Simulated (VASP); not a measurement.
# SrClO (P6_3mc) in VASP: further runs

SrClO is run at these levels: LDA; tasks: single point.

Everything below comes from runs of VASP 6.6.1. Logs are shortened: lines on timing, memory, paths and dates and some standing lists are left out, and cuts for length are marked.

## 1. The cell of the first run

It takes space group P6_3mc (No. 186, hexagonal). The conventional cell has a = 4.272 Å, b = 4.272 Å, c = 9.651 Å, α = 90.00°, β = 90.00°, γ = 120.00°. Within 3.3 Å of Sr (site symmetry 3m) lie 3 O at 2.51 Å and 4 Cl at 2.99 to 3.07 Å. Cl (site symmetry 3m) has 4 Sr at 2.99 to 3.07 Å and 6 O at 3.35 to 3.55 Å within 3.9 Å. Within 3.4 Å of O (site symmetry 3m) lie 3 Sr at 2.51 Å and 3 Cl at 3.35 Å.

## 2. Single point, LDA

File INCAR:

```
PREC     = Accurate       # precision mode
ENCUT    = 520            # plane-wave cutoff, eV
EDIFF    = 1E-6           # SCF threshold, eV
ISMEAR   = 1              # smearing method
SIGMA    = 0.2            # smearing width, eV
LREAL    = F              # projectors in reciprocal space
LASPH    = T              # aspherical terms in the spheres
NELM     = 80             # most SCF steps
ALGO     = Normal         # electronic algorithm
ISIF     = 2              # what is computed and relaxed
LWAVE    = F              # write WAVECAR
LCHARG   = F              # write CHGCAR
NBANDS   = 32             # bands
ISYM     = 0
```

File KPOINTS:

```
Automatic mesh
0
Gamma
  5 5 2
  0.5 0.5 0.5
```

File POSCAR:

```
SrClO
1.0
    4.2724200000      0.0000000000      0.0000000000
   -2.1362100000      3.7000250000      0.0000000000
    0.0000000000      0.0000000000      9.6507370000
Sr Cl O
2 2 2
Direct
    0.3333333333      0.6666666667      0.9391280000
    0.6666666667      0.3333333333      0.4391280000
    0.3333333333      0.6666666667      0.2491500000
    0.6666666667      0.3333333333      0.7491500000
    0.0000000000      0.0000000000      0.4845330000
    0.0000000000      0.0000000000      0.9845330000
```

Potentials or basis: VASP PAW LDA potentials, release 64 (Sr_sv, Cl, O).

The run is started by

```bash
$ cat potpaw_LDA.64/Sr_sv/POTCAR potpaw_LDA.64/Cl/POTCAR potpaw_LDA.64/O/POTCAR > POTCAR
$ mpirun -np 1 vasp_std > vasp.out
```

OUTCAR:

```text
PREC = Accurate
   ENCUT = 520
   EDIFF = 1E-6
   ISMEAR = 1
   LREAL = F
   LASPH = T
   NELM = 80
   ISIF = 2
   ISYM = 0

 ion  position               nearest neighbor table
   1  0.333  0.667  0.939-   6 2.51   6 2.51   6 2.51   3 2.99   4 3.07   4 3.07   4 3.07
   2  0.667  0.333  0.439-   5 2.51   5 2.51   5 2.51   4 2.99   3 3.07   3 3.07   3 3.07
   3  0.333  0.667  0.249-   1 2.99   2 3.07   2 3.07   2 3.07
   4  0.667  0.333  0.749-   2 2.99   1 3.07   1 3.07   1 3.07
   5  0.000  0.000  0.485-   2 2.51   2 2.51   2 2.51
   6  0.000  0.000  0.985-   1 2.51   1 2.51   1 2.51

IMPORTANT INFORMATION: All symmetrisations will be switched off!
NOSYMM: (Re-)initialisation of all symmetry stuff for point group C_1.

----------------------------------------------------------------------------------------

                                     Primitive cell

  volume of cell :     152.5594

  direct lattice vectors                    reciprocal lattice vectors
     4.272420000  0.000000000  0.000000000     0.234059386  0.135134222  0.000000000
    -2.136210000  3.700025000  0.000000000     0.000000000  0.270268444  0.000000000
     0.000000000  0.000000000  9.650737000     0.000000000  0.000000000  0.103619029

  length of vectors
     4.272420000  4.272420645  9.650737000     0.270268485  0.270268444  0.103619029

  position of ions in fractional coordinates (direct lattice)
     0.333333333  0.666666667  0.939128000
     0.666666667  0.333333333  0.439128000
     0.333333333  0.666666667  0.249150000
     0.666666667  0.333333333  0.749150000
     0.000000000  0.000000000  0.484533000
     0.000000000  0.000000000  0.984533000

  ion indices of the primitive-cell ions
   primitive index   ion index
                 1           1
                 2           2
                 3           3
                 4           4
                 5           5
                 6           6

----------------------------------------------------------------------------------------

 KPOINTS: Automatic mesh

Automatic generation of k-mesh.
 Grid dimensions read from file:
 generate k-points for:    5    5    2

 Generating k-lattice:

  Cartesian coordinates                     Fractional coordinates (reciprocal lattice)
     0.046811877  0.027026844  0.000000000     0.200000000  0.000000000  0.000000000
     0.000000000  0.054053689  0.000000000     0.000000000  0.200000000  0.000000000
     0.000000000  0.000000000  0.051809515     0.000000000  0.000000000  0.500000000

  Length of vectors
     0.054053697  0.054053689  0.051809515

  Shift w.r.t. Gamma in fractional coordinates (k-lattice)
     0.500000000  0.500000000  0.500000000

 Subroutine IBZKPT returns following result:
 ===========================================

 Found     75 irreducible k-points:

 Following reciprocal coordinates:
            Coordinates               Weight
  0.100000  0.100000  0.250000      2.000000
 -0.100000  0.200000  0.250000      2.000000
 -0.200000  0.100000  0.250000      2.000000
 -0.100000 -0.100000  0.250000      2.000000
  0.100000 -0.200000  0.250000      2.000000
  0.200000 -0.100000  0.250000      2.000000
[... 16 lines left out ...]
  0.100000  0.400000  0.250000      2.000000
 -0.400000  0.500000  0.250000      2.000000
 [... further k-points ...]
   k-points           NKPTS =     75   k-points in BZ     NKDIM =     75   number of bands    NBANDS=     32
   number of dos      NEDOS =    301   number of ions     NIONS =      6
   total plane-waves  NPLWV =  73728
   dimension x,y,z NGX =    32 NGY =   32 NGZ =   72
   dimension x,y,z NGXF=    64 NGYF=   64 NGZF=  144
   ions per type =               2   2   2
   NGX,Y,Z   is equivalent  to a cutoff of  12.45, 12.45, 12.40 a.u.
   NGXF,Y,Z  is equivalent  to a cutoff of  24.90, 24.90, 24.81 a.u.
 SYSTEM =  unknown system
   PREC   = accura    normal or accurate (medium, high low for compatibility)
   ISTART =      0    job   : 0-new  1-cont  2-samecut
   ICHARG =      2    charge: 1-file 2-atom 10-const
   ISPIN  =      1    spin polarized calculation?
   LNONCOLLINEAR =      F non collinear calculations
   LSORBIT =      F    spin-orbit coupling
   LASPH  =      T    aspherical Exc in radial PAW
   ENCUT  =  520.0 eV  38.22 Ry    6.18 a.u.   7.94  7.94 17.94*2*pi/ulx,y,z
   NELM   =     80;   NELMIN=  2; NELMDL= -5     # of ELM steps
   EDIFF  = 0.1E-05   stopping-criterion for ELM
   LREAL  =      F    real-space projection
   EDIFFG = 0.1E-04   stopping-criterion for IOM
   NSW    =      0    number of steps for IOM
   IBRION =     -1    ionic relax: 0-MD 1-quasi-New 2-CG
   NFREE  =      0    steps in history (QN), initial steepest desc. (CG)
   ISIF   =      2    stress and relaxation
   ISYM   =      0    0-nonsym 1-usesym 2-fastsym
   POTIM  = 0.5000    time-step for ionic-motion
   TEBEG  =    0.0;   TEEND  =   0.0 temperature during run
   PSTRESS=    0.0 pullay stress
   NELECT =      46.0000    total number of electrons
   NUPDOWN=      -1.0000    fix difference up-down
   EMIN   =  10.00;   EMAX   =-10.00  energy-range for DOS
   EFERMI =   0.00;   METHOD = LEGACY
   ISMEAR =     1;   SIGMA  =   0.20  broadening in eV -4-tet -1-fermi 0-gaus
   EFERMI_NEDOS =   21; number of points for ismear=-14 and -15
   IALGO  =     38    algorithm
   IMIX   =      4    mixing-type and parameters
     AMIX     =   0.40;   BMIX     =  1.00
     AMIX_MAG =   1.60;   BMIX_MAG =  1.00
  volume/ion in A,a.u.               =      25.43       171.59
  Fermi-wavevector in a.u.,A,eV,Ry     =   1.097778  2.074499 16.396598  1.205116
  Thomas-Fermi vector in A             =   2.234144
   LORBIT       =      0    0 simple, 1 ext, 2 COOP (PROOUT), +10 PAW based schemes
   GGA     = CA    functional components
   LHFCALC =     F    Hartree Fock is set to
   AEXX    =    0.0000 exact exchange contribution
   IVDW    =     0    specifies the selected vdW correction
   LEPSILON=     F    determine dielectric tensor
   LRPA    =     F    only Hartree local field effects (RPA)
 non-spin polarized calculation
 Methfessel and Paxton  Order N= 1 SIGMA  =   0.20
  energy-cutoff  :      520.00
  volume of cell :      152.56
 maximum number of plane-waves:      4129
   NGX = 15   NGY = 15   NGZ = 35

 number of electron      46.0000002 magnetization

 Free energy of the ion-electron system (eV)
  ---------------------------------------------------
  ext. energy  EPLUGINS =         0.00000000
  ---------------------------------------------------
  free energy    TOTEN  =       -29.62849524 eV

  energy without entropy =      -29.56260139  energy(sigma->0) =      -29.60653062

 E-fermi :  -1.1252     XC(G=0):  -8.6704

 val. band max:       -1.1308333034   @ k =   0.0000   0.5000   0.2500
 cond. band min:      -1.1164284401   @ k =  -0.3000   0.3000   0.2500
 fundamental gap:      0.0144048633
 Fermi energy:        -1.1251922582

 k-point     1 :       0.1000    0.1000    0.2500
  band No.  band energies     occupation
      1     -32.9539      2.00000
      2     -32.9532      2.00000
      3     -16.1211      2.00000
      4     -16.1062      2.00000
      5     -15.4895      2.00000
      6     -15.2676      2.00000
[... 24 lines left out ...]
     31       6.7792      0.00000
     32       6.8060      0.00000

 k-point     2 :      -0.1000    0.2000    0.2500
  band No.  band energies     occupation
      1     -32.9539      2.00000
      2     -32.9532      2.00000
      3     -16.1211      2.00000
      4     -16.1062      2.00000
      5     -15.4895      2.00000
      6     -15.2676      2.00000
[... 24 lines left out ...]
     31       6.7792      0.00000
     32       6.8060      0.00000

 k-point     3 :      -0.2000    0.1000    0.2500
  band No.  band energies     occupation
      1     -32.9539      2.00000
      2     -32.9532      2.00000
      3     -16.1211      2.00000
      4     -16.1062      2.00000
      5     -15.4895      2.00000
      6     -15.2676      2.00000
[... 24 lines left out ...]
     31       6.7792      0.00000
     32       6.8060      0.00000

 k-point     4 :      -0.1000   -0.1000    0.2500
  band No.  band energies     occupation
      1     -32.9539      2.00000
      2     -32.9532      2.00000
      3     -16.1211      2.00000
      4     -16.1062      2.00000
      5     -15.4895      2.00000
      6     -15.2676      2.00000
[... 24 lines left out ...]
     31       6.7792      0.00000
     32       6.8060      0.00000

 k-point     5 :       0.1000   -0.2000    0.2500
  band No.  band energies     occupation
      1     -32.9539      2.00000
      2     -32.9532      2.00000
      3     -16.1211      2.00000
      4     -16.1062      2.00000
      5     -15.4895      2.00000
      6     -15.2676      2.00000
[... 584 lines left out ...]
     31       7.2664      0.00000
     32       7.3320      0.00000

 k-point    22 :       0.5000   -0.1000    0.2500
  band No.  band energies     occupation
      1     -32.9410      2.00000
      2     -32.9407      2.00000
      3     -16.6147      2.00000
      4     -16.6034      2.00000
      5     -15.3250      2.00000
      6     -15.2388      2.00000
[... 24 lines left out ...]
     31       7.2664      0.00000
     32       7.3320      0.00000

 k-point    23 :       0.1000    0.4000    0.2500
  band No.  band energies     occupation
      1     -32.9410      2.00000
      2     -32.9407      2.00000
      3     -16.6147      2.00000
      4     -16.6034      2.00000
      5     -15.3250      2.00000
      6     -15.2388      2.00000
[... 24 lines left out ...]
     31       7.2664      0.00000
     32       7.3320      0.00000

 k-point    24 :      -0.4000    0.5000    0.2500
  band No.  band energies     occupation
      1     -32.9410      2.00000
      2     -32.9407      2.00000
      3     -16.6147      2.00000
      4     -16.6034      2.00000
      5     -15.3250      2.00000
      6     -15.2388      2.00000
[... 24 lines left out ...]
     31       7.2664      0.00000
     32       7.3320      0.00000

 [... further k-points ...]
[... 5 lines left out ...]
  --------------------------------------------------------------------------------------
  -------------------------------------------------------------------------------------
  Total       -5.5098418     -5.5098558     -3.5163954     -0.0000069     -0.0000010      0.0000012
  in kB      -57.8642908    -57.8644379    -36.9291410     -0.0000721     -0.0000110      0.0000127
  external PRESSURE =     -50.8859566 kB  Pullay stress =       0.0000000 kB

 VOLUME and BASIS-vectors are now :
 -----------------------------------------------------------------------------
  energy-cutoff  :      520.00
  volume of cell :      152.56
      direct lattice vectors                 reciprocal lattice vectors
     4.272420000  0.000000000  0.000000000     0.234059386  0.135134222  0.000000000
    -2.136210000  3.700025000  0.000000000     0.000000000  0.270268444  0.000000000
     0.000000000  0.000000000  9.650737000     0.000000000  0.000000000  0.103619029

 POSITION                                       TOTAL-FORCE (eV/Angst)
 -----------------------------------------------------------------------------------
     -0.00000      2.46668      9.06328        -0.000000     -0.000000      0.176834
      2.13621      1.23334      4.23791         0.000001      0.000000      0.175080
     -0.00000      2.46668      2.40448        -0.000000      0.000000      0.089771
      2.13621      1.23334      7.22985         0.000000     -0.000000      0.089143
      0.00000      0.00000      4.67610        -0.000000     -0.000001     -0.264990
      0.00000      0.00000      9.50147         0.000000      0.000000     -0.265837
 -----------------------------------------------------------------------------------
    total drift:                               -0.000000      0.000000     -0.000562

  FREE ENERGIE OF THE ION-ELECTRON SYSTEM (eV)
  ---------------------------------------------------
  free  energy   TOTEN  =       -29.6284952401 eV

  energy  without entropy=      -29.5626013858  energy(sigma->0) =      -29.60653062
```

Wall time 12 min (1 thread of Oxide Virtual Turin-like, shared host); peak memory 0.4 GiB.

What came out:

```yaml
Free_energy: -29.6285 eV
Pressure: -5.1 GPa
Largest_force: 0.266 eV/Å
Band_gap_on_the_k_mesh: 0.01 eV (least direct gap 0.03 eV)
```

Forces on the atoms (eV/Å):
```
Sr   0.000  0.000  0.177
Sr   0.000  0.000  0.175
Cl   0.000  0.000  0.090
Cl   0.000  0.000  0.089
O    0.000  0.000 -0.265
O    0.000  0.000 -0.266
```

Stress tensor (GPa, compression positive):
```
-5.79  0.00  0.00
 0.00 -5.79  0.00
 0.00  0.00 -3.69
```

Caveat: the cell stands under tension; the smearing spreads over this small gap; a shifted mesh leaves out Γ, where band edges can lie. A k mesh can miss the band edges.

## 3. Single point, LDA

File INCAR:

```
  PREC = Accurate
  ENCUT = 520
  EDIFF = 1E-6
  ISMEAR = 1
  SIGMA = 0.1
  LREAL = False
  LASPH = True
  NELM = 80
  ALGO = Normal
  ISIF = 2
  LWAVE = False
  LCHARG = False
  GGA = CA
  NBANDS = 32
  ISYM = 0
```

KPOINTS is that of step 2.

POSCAR is that of step 2.

Potentials or basis: VASP PAW LDA potentials, release 64 (Sr_sv, Cl, O).

The run is started by

```bash
$ cat potpaw_LDA.64/Sr_sv/POTCAR potpaw_LDA.64/Cl/POTCAR potpaw_LDA.64/O/POTCAR > POTCAR
$ mpirun -np 1 vasp_std > vasp.out
```

Run time: 12 min. Hardware: 1 thread of Oxide Virtual Turin-like, shared host; peak memory 0.4 GiB.

It converged, with:

```yaml
Free_energy: -29.5994 eV
Pressure: -5.1 GPa
Largest_force: 0.262 eV/Å
Band_gap_on_the_k_mesh: zero (bands 23 and 24 overlap by 0.01 eV)
```

Forces on the atoms (eV/Å):
```
Sr   0.000  0.000  0.169
Sr   0.000  0.000  0.168
Cl   0.000  0.000  0.094
Cl   0.000  0.000  0.094
O    0.000  0.000 -0.262
O    0.000  0.000 -0.262
```

Stress tensor (GPa, compression positive):
```
-5.83  0.00  0.00
 0.00 -5.83  0.00
 0.00  0.00 -3.69
```

Levels at points of the mesh, in eV from the Fermi level:
```
           k point  band 21  band 22  band 23  band 24  band 25  band 26
(0.10, 0.10, 0.25)    -0.31    -0.19    -0.07     0.06     5.74     6.19
```

Caveat: the cell stands under tension.
